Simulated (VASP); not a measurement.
The system is Ti.

```xyz
3
Lattice="4.6000 0.0000 0.0000 -2.3000 3.9837 0.0000 0.0000 0.0000 2.8200" Properties=species:S:1:pos:R:3 pbc="T T T"
Ti    0.0000    0.0000    0.0000
Ti    0.0000    2.6558    1.4100
Ti    2.3000    1.3279    1.4100
```

This isn't the form of Ti at room conditions, which is hcp.

Base run:

```yaml
Program: VASP 6.6.1
Functional: PBEsol
Potentials_or_basis: VASP PAW PBE potentials, release 64 (Ti_sv)
Cutoff: 500 eV
k_mesh: 6 × 6 × 8, shifted
Occupations: fermi-dirac, width 0.15 eV
Spin: no spin polarisation
```

Its results: band gap on the k mesh zero (bands 18 and 19 overlap by 0.15 eV); pressure -4.8 GPa; largest force 0.005 eV/Å.

The run is repeated on the same cell with these changes: functional from PBEsol to BLYP. What comes out?

Band gap on the k mesh zero (bands 18 and 19 overlap by 0.23 eV); pressure 2.4 GPa; largest force 0.006 eV/Å.

BLYP binds less tightly than PBEsol, so the same cell stands under more pressure.

Caveats: the PAW data sets were made with another functional, which shifts forces and pressure a little; the cell stands under tension (at least some runs).
